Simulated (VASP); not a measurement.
Wanted: the native input for a VASP 6.6.1 run.

- Task: single point
- Functional: PBE
- Potentials or basis: VASP PAW PBE potentials, release 64 (W_sv, Sb)
- Cutoff: 520 eV
- k mesh: 12 × 12 × 12
- Occupations: fermi-dirac, width 0.08 eV
- Spin: no spin polarisation
- Dipole correction: no
- Further INCAR settings: ALGO = Normal; EDIFF = 1e-06; NBANDS = 16

The structure of SbW (CsCl type) lies in POSCAR:

```
SbW
1.0
    3.0384822497      0.0000000000      0.0000000000
    0.0000000000      3.0384822497      0.0000000000
    0.0000000000      0.0000000000      3.0384822497
W Sb
1 1
Direct
    0.0000000000      0.0000000000      0.0000000000
    0.5000000000      0.5000000000      0.5000000000
```

This cell differs from its parent crystal: volume scaled by 0.76.

One way to write it, as run:

INCAR

```
PREC = Accurate ; ENCUT = 520
EDIFF = 1E-6 ; ISMEAR = -1
SIGMA = 0.08 ; LREAL = False
LASPH = True ; NELM = 100
ALGO = Normal ; ISIF = 2
LWAVE = False ; LCHARG = False
GGA = PE ; NBANDS = 16
```

KPOINTS

```
Automatic mesh
0
Gamma
  12 12 12
```

Potentials or basis: VASP PAW PBE potentials, release 64 (W_sv, Sb).

Command:

```console
$ cat potpaw_PBE.64/W_sv/POTCAR potpaw_PBE.64/Sb/POTCAR > POTCAR
$ mpirun -np 1 vasp_std > vasp.out
```

Results of the run:

```json
{"Pressure": "92.4 GPa"}
```

It took 9.2 s on 1 thread of Intel(R) Xeon(R) 6975P-C (Granite Rapids) (shared host), peak memory 0.16 GiB.
